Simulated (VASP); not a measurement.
# Al2Pt (Fm-3m) in VASP: further runs

The runs below take Al2Pt through single point, with PBE.

Program: VASP 6.6.1. These are calculated values, not measurements. Logs are shortened: lines on timing, memory, paths and dates and some standing lists are left out, and cuts for length are marked.

**1. The cell of the first run**

Symmetry: Fm-3m, No. 225, cubic system. Conventional cell: a = 5.784 Å, b = 5.784 Å, c = 5.784 Å, α = 90.00°, β = 90.00°, γ = 90.00°. Al (site symmetry -43m) has 4 Pt at 2.50 Å and 6 Al at 2.89 Å within 3.3 Å. Within 3.3 Å of Pt (site symmetry m-3m) lie 8 Al at 2.50 Å.

**2. Single point, PBE (strained)**

Contents of INCAR:

```
SYSTEM = Al2Pt
PREC = Accurate ; ENCUT = 520
EDIFF = 1E-6 ; ISMEAR = 0
SIGMA = 0.1 ; LREAL = .False.
LASPH = .True. ; NELM = 60
ALGO = Fast ; ISIF = 2
LWAVE = .False. ; LCHARG = .True.
GGA = PE ; LELF = .True.
LVHAR = .True. ; NBANDS = 15
```

Contents of KPOINTS:

```
regular mesh
0
Gamma
  12 12 12
  0 0 0
```

Contents of POSCAR:

```
Al2Pt
1.0
    0.0000000000      2.8917925500      2.8917925500
    2.8917925500      0.0000000000      2.8917925500
    2.8917925500      2.8917925500      0.0000000000
Al Pt
2 1
Direct
    0.2500000000      0.2500000000      0.2500000000
    0.7500000000      0.7500000000      0.7500000000
    0.0000000000      0.0000000000      0.0000000000
```

Potentials or basis: VASP PAW PBE potentials, release 64 (Al, Pt).

Started as:

```sh
cat potpaw_PBE.64/Al/POTCAR potpaw_PBE.64/Pt/POTCAR > POTCAR
mpirun -np 1 vasp_std > vasp.out
```

OUTCAR:

```text
SYSTEM = Al2Pt
   PREC = Accurate
   ENCUT = 520
   EDIFF = 1E-6
   ISMEAR = 0
   LREAL = .False.
   LASPH = .True.
   NELM = 60
   ISIF = 2
   GGA = PE

 ion  position               nearest neighbor table
   1  0.250  0.250  0.250-   3 2.50   3 2.50   3 2.50   3 2.50   2 2.89   2 2.89   2 2.89   2 2.89
                             2 2.89   2 2.89
   2  0.750  0.750  0.750-   3 2.50   3 2.50   3 2.50   3 2.50   1 2.89   1 2.89   1 2.89   1 2.89
                             1 2.89   1 2.89
   3  0.000  0.000  0.000-   2 2.50   2 2.50   2 2.50   1 2.50   2 2.50   1 2.50   1 2.50   1 2.50

  LATTYP: Found a face centered cubic cell.
 ALAT       =     5.7835851000

  Lattice vectors:

 A1 = (   0.0000000000,   2.8917925500,   2.8917925500)
 A2 = (   2.8917925500,   0.0000000000,   2.8917925500)
 A3 = (   2.8917925500,   2.8917925500,   0.0000000000)

Analysis of symmetry for initial positions (statically):
=====================================================================
 Subroutine PRICEL returns:
 Original cell was already a primitive cell.

 Routine SETGRP: Setting up the symmetry group for a
 face centered cubic supercell.

 Subroutine GETGRP returns: Found 48 space group operations
 (whereof 48 operations were pure point group operations)
 out of a pool of 48 trial point group operations.

The static configuration has the point symmetry O_h .

Analysis of symmetry for dynamics (positions and initial velocities):
=====================================================================
 Subroutine PRICEL returns:
 Original cell was already a primitive cell.

 Routine SETGRP: Setting up the symmetry group for a
 face centered cubic supercell.

 Subroutine GETGRP returns: Found 48 space group operations
 (whereof 48 operations were pure point group operations)
 out of a pool of 48 trial point group operations.

The dynamic configuration has the point symmetry O_h .

 Subroutine INISYM returns: Found 48 space group operations
 (whereof 48 operations are pure point group operations),
 and found     1 'primitive' translations

----------------------------------------------------------------------------------------

                                     Primitive cell

  volume of cell :      48.3650

  direct lattice vectors                    reciprocal lattice vectors
     0.000000000  2.891792550  2.891792550    -0.172903136  0.172903136  0.172903136
     2.891792550  0.000000000  2.891792550     0.172903136 -0.172903136  0.172903136
     2.891792550  2.891792550  0.000000000     0.172903136  0.172903136 -0.172903136

  length of vectors
     4.089612244  4.089612244  4.089612244     0.299477016  0.299477016  0.299477016

  position of ions in fractional coordinates (direct lattice)
     0.250000000  0.250000000  0.250000000
     0.750000000  0.750000000  0.750000000
     0.000000000  0.000000000  0.000000000

  ion indices of the primitive-cell ions
   primitive index   ion index
                 1           1
                 2           2
                 3           3

----------------------------------------------------------------------------------------

 KPOINTS: regular mesh

Automatic generation of k-mesh.
 Grid dimensions read from file:
 generate k-points for:   12   12   12

 Generating k-lattice:

  Cartesian coordinates                     Fractional coordinates (reciprocal lattice)
    -0.014408595  0.014408595  0.014408595     0.083333333  0.000000000  0.000000000
     0.014408595 -0.014408595  0.014408595     0.000000000  0.083333333  0.000000000
     0.014408595  0.014408595 -0.014408595     0.000000000  0.000000000  0.083333333

  Length of vectors
     0.024956418  0.024956418  0.024956418

  Shift w.r.t. Gamma in fractional coordinates (k-lattice)
     0.000000000  0.000000000  0.000000000

 Subroutine IBZKPT returns following result:
 ===========================================

 Found     72 irreducible k-points:

 Following reciprocal coordinates:
            Coordinates               Weight
  0.000000  0.000000  0.000000      1.000000
[... 46 lines left out ...]
 fundamental gap:      0.0424928111
 Fermi energy:         8.7199077646

 k-point     1 :       0.0000    0.0000    0.0000
  band No.  band energies     occupation
      1      -2.0065      2.00000
      2       3.2837      2.00000
      3       3.2837      2.00000
      4       3.2837      2.00000
      5       4.7128      2.00000
      6       4.7128      2.00000
      7      12.1545      0.00000
      8      12.5602      0.00000
      9      12.5602      0.00000
     10      12.5602      0.00000
     11      14.4804      0.00000
     12      14.4804      0.00000
     13      14.4804      0.00000
     14      15.2719      0.00000
     15      15.2719      0.00000

 k-point     2 :       0.0833    0.0000    0.0000
  band No.  band energies     occupation
      1      -1.9056      2.00000
      2       3.2280      2.00000
      3       3.3185      2.00000
      4       3.3185      2.00000
      5       4.7000      2.00000
      6       4.7000      2.00000
      7      11.3217      0.00000
      8      12.3108      0.00000
      9      12.3161      0.00000
     10      12.3161      0.00000
     11      14.7479      0.00000
     12      14.7480      0.00000
     13      14.9277      0.00000
     14      15.0800      0.00000
     15      15.0812      0.00000

 k-point     3 :       0.1667    0.0000    0.0000
  band No.  band energies     occupation
      1      -1.6079      2.00000
      2       3.0794      2.00000
      3       3.4089      2.00000
      4       3.4089      2.00000
      5       4.6794      2.00000
      6       4.6794      2.00000
      7       9.5117      0.00000
      8      11.7470      0.00000
      9      11.7470      0.00000
     10      12.5886      0.00000
     11      14.6472      0.00000
     12      14.7045      0.00000
     13      14.7045      0.00000
     14      15.4222      0.00000
     15      15.4222      0.00000
[... 343 lines left out ...]
 k-point    23 :       0.5000    0.1667    0.0000
  band No.  band energies     occupation
      1       0.6408      2.00000
      2       2.3643      2.00000
      3       3.5245      2.00000
      4       3.8243      2.00000
      5       4.7674      2.00000
      6       4.9636      2.00000
      7       4.9906      2.00000
      8       8.5868      1.94028
      9       9.0237      0.00002
     10      12.3258      0.00000
     11      14.7616      0.00000
     12      15.3266      0.00000
     13      15.5967      0.00000
     14      16.8446      0.00000
     15      19.0172      0.00000

 k-point    24 :      -0.4167    0.1667    0.0000
  band No.  band energies     occupation
      1       0.7488      2.00000
      2       2.3496      2.00000
      3       3.4940      2.00000
      4       3.8408      2.00000
      5       4.5307      2.00000
      6       4.8309      2.00000
      7       5.2684      2.00000
      8       8.2083      2.00000
      9       9.3583      0.00000
     10      12.3788      0.00000
     11      14.5800      0.00000
     12      15.1296      0.00000
     13      15.9197      0.00000
     14      17.9886      0.00000
     15      18.1321      0.00000

 [... further k-points ...]
[... 5 lines left out ...]
  --------------------------------------------------------------------------------------
  -------------------------------------------------------------------------------------
  Total        3.8559819      3.8559819      3.8559819     -0.0000000      0.0000000     -0.0000000
  in kB      127.7362519    127.7362519    127.7362519     -0.0000000      0.0000000     -0.0000000
  external PRESSURE =     127.7362519 kB  Pullay stress =       0.0000000 kB

 VOLUME and BASIS-vectors are now :
 -----------------------------------------------------------------------------
  energy-cutoff  :      520.00
  volume of cell :       48.37
      direct lattice vectors                 reciprocal lattice vectors
     0.000000000  2.891792550  2.891792550    -0.172903136  0.172903136  0.172903136
     2.891792550  0.000000000  2.891792550     0.172903136 -0.172903136  0.172903136
     2.891792550  2.891792550  0.000000000     0.172903136  0.172903136 -0.172903136

 POSITION                                       TOTAL-FORCE (eV/Angst)
 -----------------------------------------------------------------------------------
      1.44590      1.44590      1.44590         0.000000      0.000000      0.000000
      4.33769      4.33769      4.33769        -0.000000     -0.000000     -0.000000
      0.00000      0.00000      0.00000         0.000000     -0.000000     -0.000000
 -----------------------------------------------------------------------------------
    total drift:                                0.000000     -0.000000     -0.000000

  FREE ENERGIE OF THE ION-ELECTRON SYSTEM (eV)
  ---------------------------------------------------
  free  energy   TOTEN  =       -16.1018989615 eV

  energy  without entropy=      -16.0963560553  energy(sigma->0) =      -16.09912751
```

Run time: 23 s. Hardware: 1 thread of Intel Xeon 6975P-C (Granite Rapids), shared host; peak memory 0.2 GiB.

What came out:

- Free energy: -16.1019 eV
- Pressure: 12.8 GPa
- Band gap on the k mesh: zero (bands 8 and 9 overlap by 5.60 eV)

Levels at points of the mesh, in eV from the Fermi level:
```csv
k point,band 5,band 6,band 7,band 8,band 9,band 10,band 11,band 12
"(0.00, 0.00, 0.00)",-4.01,-4.01,3.43,3.84,3.84,3.84,5.76,5.76
"(0.50, 0.00, 0.00)",-3.95,-3.75,-3.75,0.99,0.99,3.87,5.41,5.41
"(0.50, 0.50, 0.00)",-4.06,-3.65,-3.45,-1.76,-1.76,3.45,3.58,8.07
```

Caveat: the cell differs from its parent crystal (strained); the cell stands under pressure; spin-orbit coupling is left out, which moves the levels of the heavy elements.

**3. Single point, PBE (strained)**

Contents of INCAR:

```
PREC = Accurate
ENCUT = 520
EDIFF = 1E-6
ISMEAR = 0
SIGMA = 0.1
LREAL = False
LASPH = True
NELM = 100
ALGO = Normal
ISIF = 2
LWAVE = False
LCHARG = False
GGA = PE
NBANDS = 15
```

Contents of KPOINTS:

```
regular mesh
0
Gamma
  12 12 12
```

Contents of POSCAR:

```
Al2Pt
1.0
    0.0000000000      2.9852296500      2.9852296500
    2.9852296500      0.0000000000      2.9852296500
    2.9852296500      2.9852296500      0.0000000000
Al Pt
2 1
Direct
    0.2500000000      0.2500000000      0.2500000000
    0.7500000000      0.7500000000      0.7500000000
    0.0000000000      0.0000000000      0.0000000000
```

Potentials or basis: VASP PAW PBE potentials, release 64 (Al, Pt).

Started as:

```sh
cat potpaw_PBE.64/Al/POTCAR potpaw_PBE.64/Pt/POTCAR > POTCAR
mpirun -np 1 vasp_std > vasp.out
```

Run time: 16 s. Hardware: 1 thread of Intel Xeon 6975P-C (Granite Rapids), shared host; peak memory 0.21 GiB.

Results (log left out):

```yaml
Free_energy: -16.2523 eV
Pressure: -1.7 GPa
Band_gap_on_the_k_mesh: zero (bands 8 and 9 overlap by 5.35 eV)
```

Levels at points of the mesh, in eV from the Fermi level:
| k point | band 6 | band 7 | band 8 | band 9 | band 10 | band 11 |
| --- | --- | --- | --- | --- | --- | --- |
| (0.00, 0.00, 0.00) | -3.60 | 2.70 | 3.77 | 3.77 | 3.77 | 5.21 |
| (0.50, 0.00, 0.00) | -3.39 | -3.39 | 0.99 | 0.99 | 3.68 | 5.00 |
| (0.50, 0.50, 0.00) | -3.35 | -3.13 | -1.57 | -1.57 | 2.90 | 3.31 |

Caveat: the cell differs from its parent crystal (strained); spin-orbit coupling is left out, which moves the levels of the heavy elements.

**4. Single point, PBE (strained)**

Contents of INCAR:

```
SYSTEM = Al2Pt
ALGO = Normal ; EDIFF = 1E-6
ENCUT = 520 ; GGA = PE
ISIF = 2 ; ISMEAR = 0
LASPH = .True. ; LCHARG = .False.
LREAL = .False. ; LWAVE = .False.
NBANDS = 15 ; NELM = 80
PREC = Accurate ; SIGMA = 0.1
```

Contents of KPOINTS:

```
k-points
0
Gamma
  12 12 12
  0 0 0
```

Contents of POSCAR:

```
Al2Pt
1.0
    0.0000000000      2.9982021000      2.9982021000
    2.9982021000      0.0000000000      2.9982021000
    2.9982021000      2.9982021000      0.0000000000
Al Pt
2 1
Direct
    0.2500000000      0.2500000000      0.2500000000
    0.7500000000      0.7500000000      0.7500000000
    0.0000000000      0.0000000000      0.0000000000
```

Started as:

```sh
cat potpaw_PBE.64/Al/POTCAR potpaw_PBE.64/Pt/POTCAR > POTCAR
mpirun -np 1 vasp_std > vasp.out
```

It took 16 s on 1 thread of Intel Xeon 6975P-C (Granite Rapids), shared host; peak memory 0.21 GiB.

Results (log left out):

- Free energy: -16.2416 eV
- Pressure: -3.2 GPa
- Band gap on the k mesh: zero (bands 8 and 9 overlap by 5.31 eV)

Levels at points of the mesh, in eV from the Fermi level:
| k point | band 6 | band 7 | band 8 | band 9 | band 10 | band 11 |
| --- | --- | --- | --- | --- | --- | --- |
| (0.00, 0.00, 0.00) | -3.55 | 2.60 | 3.76 | 3.76 | 3.76 | 5.14 |
| (0.50, 0.00, 0.00) | -3.35 | -3.35 | 0.99 | 0.99 | 3.65 | 4.94 |
| (0.50, 0.50, 0.00) | -3.31 | -3.09 | -1.55 | -1.55 | 2.82 | 3.29 |

Caveat: the cell differs from its parent crystal (strained); the cell stands under tension; spin-orbit coupling is left out, which moves the levels of the heavy elements.

**5. Single point, PBE (strained)**

Contents of INCAR:

```
SYSTEM = Al2Pt
ALGO = Normal
EDIFF = 1E-6
ENCUT = 520
GGA = PE
ISIF = 2
ISMEAR = 0
LASPH = .True.
LCHARG = .False.
LREAL = .False.
LWAVE = .False.
NBANDS = 15
NELM = 100
PREC = Accurate
SIGMA = 0.1
```

KPOINTS is that of step 4.

Contents of POSCAR:

```
Al2Pt
1.0
    0.0000000000      3.0193894500      3.0193894500
    3.0193894500      0.0000000000      3.0193894500
    3.0193894500      3.0193894500      0.0000000000
Al Pt
2 1
Direct
    0.2500000000      0.2500000000      0.2500000000
    0.7500000000      0.7500000000      0.7500000000
    0.0000000000      0.0000000000      0.0000000000
```

Started as:

```sh
cat potpaw_PBE.64/Al/POTCAR potpaw_PBE.64/Pt/POTCAR > POTCAR
mpirun -np 1 vasp_std > vasp.out
```

It took 16 s on 1 thread of Intel Xeon 6975P-C (Granite Rapids), shared host; peak memory 0.21 GiB.

It converged, with:

* Free energy: -16.2101 eV
* Pressure: -5.6 GPa
* Band gap on the k mesh: zero (bands 8 and 9 overlap by 5.25 eV)

Levels at points of the mesh, in eV from the Fermi level:
```tsv
k point	band 6	band 7	band 8	band 9	band 10	band 11
(0.00, 0.00, 0.00)	-3.47	2.44	3.74	3.74	3.74	5.02
(0.50, 0.00, 0.00)	-3.27	-3.27	0.99	0.99	3.61	4.76
(0.50, 0.50, 0.00)	-3.25	-3.03	-1.51	-1.51	2.68	3.26
```

Caveat: the cell differs from its parent crystal (strained); the cell stands under tension; spin-orbit coupling is left out, which moves the levels of the heavy elements.

**6. Single point, PBE (strained)**

Contents of INCAR:

```
ALGO     = Normal         # electronic algorithm
EDIFF    = 1E-7           # SCF threshold, eV
ENCUT    = 520            # plane-wave cutoff, eV
GGA      = PE             # functional
ISIF     = 2              # what is computed and relaxed
ISMEAR   = 0              # smearing method
LASPH    = True           # aspherical terms in the spheres
LCHARG   = True           # write CHGCAR
LELF     = True           # ELF
LREAL    = False          # projectors in reciprocal space
LVHAR    = True         
LWAVE    = False          # write WAVECAR
NBANDS   = 15             # bands
NELM     = 80             # most SCF steps
PREC     = Accurate       # precision mode
SIGMA    = 0.1            # smearing width, eV
```

Contents of KPOINTS:

```
k-points
0
Gamma
  12 12 12
```

Contents of POSCAR:

```
Al2Pt
1.0
    0.0000000000      3.0727272000      3.0727272000
    3.0727272000      0.0000000000      3.0727272000
    3.0727272000      3.0727272000      0.0000000000
Al Pt
2 1
Direct
    0.2500000000      0.2500000000      0.2500000000
    0.7500000000      0.7500000000      0.7500000000
    0.0000000000      0.0000000000      0.0000000000
```

Potentials or basis: VASP PAW PBE potentials, release 64 (Al, Pt).

Started as:

```sh
cat potpaw_PBE.64/Al/POTCAR potpaw_PBE.64/Pt/POTCAR > POTCAR
mpirun -np 1 vasp_std > vasp.out
```

It took 17 s on 1 thread of Intel Xeon 6975P-C (Granite Rapids), shared host; peak memory 0.21 GiB.

It converged, with:

| Quantity | Value |
| --- | --- |
| Free energy | -16.0607 eV |
| Pressure | -10.4 GPa |
| Band gap on the k mesh | zero (bands 8 and 9 overlap by 5.11 eV) |

Levels at points of the mesh, in eV from the Fermi level:
| k point | band 5 | band 6 | band 7 | band 8 | band 9 | band 10 | band 11 | band 12 |
| --- | --- | --- | --- | --- | --- | --- | --- | --- |
| (0.00, 0.00, 0.00) | -3.27 | -3.27 | 2.07 | 3.70 | 3.70 | 3.70 | 4.75 | 4.75 |
| (0.50, 0.00, 0.00) | -3.37 | -3.10 | -3.10 | 0.99 | 0.99 | 3.49 | 4.31 | 4.65 |
| (0.50, 0.50, 0.00) | -3.39 | -3.09 | -2.87 | -1.41 | -1.41 | 2.35 | 3.18 | 7.95 |

Caveat: the cell differs from its parent crystal (strained); the cell stands under tension; spin-orbit coupling is left out, which moves the levels of the heavy elements.

**7. Single point, PBE (strained)**

Contents of INCAR:

```
  ALGO = Fast
  EDIFF = 1E-6
  ENCUT = 520
  GGA = PE
  ISIF = 2
  ISMEAR = 0
  LASPH = True
  LCHARG = False
  LREAL = False
  LWAVE = False
  NBANDS = 15
  NELM = 80
  PREC = Accurate
  SIGMA = 0.1
```

KPOINTS is that of step 6.

Contents of POSCAR:

```
Al2Pt
1.0
    0.0000000000      3.1018930500      3.1018930500
    3.1018930500      0.0000000000      3.1018930500
    3.1018930500      3.1018930500      0.0000000000
Al Pt
2 1
Direct
    0.2500000000      0.2500000000      0.2500000000
    0.7500000000      0.7500000000      0.7500000000
    0.0000000000      0.0000000000      0.0000000000
```

Started as:

```sh
cat potpaw_PBE.64/Al/POTCAR potpaw_PBE.64/Pt/POTCAR > POTCAR
mpirun -np 1 vasp_std > vasp.out
```

Run time: 29 s. Hardware: 1 thread of Intel Xeon 6975P-C (Granite Rapids), shared host; peak memory 0.24 GiB.

It converged, with:

* Free energy: -15.9419 eV
* Pressure: -12.5 GPa
* Band gap on the k mesh: zero (bands 8 and 9 overlap by 5.03 eV)

Levels at points of the mesh, in eV from the Fermi level:
```tsv
k point	band 5	band 6	band 7	band 8	band 9	band 10	band 11	band 12
(0.00, 0.00, 0.00)	-3.17	-3.17	1.87	3.68	3.68	3.68	4.61	4.61
(0.50, 0.00, 0.00)	-3.29	-3.00	-3.00	0.99	0.99	3.42	4.08	4.54
(0.50, 0.50, 0.00)	-3.29	-3.01	-2.79	-1.36	-1.36	2.17	3.15	7.92
```

Caveat: the cell differs from its parent crystal (strained); the cell stands under tension; spin-orbit coupling is left out, which moves the levels of the heavy elements.

**8. The runs side by side**

| cell | gap on the mesh (eV) | pressure (GPa) |
| --- | --- | --- |
| a = 4.090 Å, angles 60.0°, 3 atoms | none | 12.8 |
| a = 4.222 Å, angles 60.0°, 3 atoms | none | -1.7 |
| a = 4.240 Å, angles 60.0°, 3 atoms | none | -3.2 |
| a = 4.270 Å, angles 60.0°, 3 atoms | none | -5.6 |
| a = 4.345 Å, angles 60.0°, 3 atoms | none | -10.4 |
| a = 4.387 Å, angles 60.0°, 3 atoms | none | -12.5 |

Alike in all rows: task single point; level PBE; potentials or basis VASP PAW PBE potentials, release 64 (Al, Pt); no spin polarisation; k mesh 12 × 12 × 12; cutoff (eV) 520; smearing gaussian 0.1 eV.

Caveats: spin-orbit coupling is left out, which moves the levels of the heavy elements; the cell stands under tension (at least some runs); the cell stands under pressure (at least some runs).

Absolute energies hang on the potentials; compare differences alone.
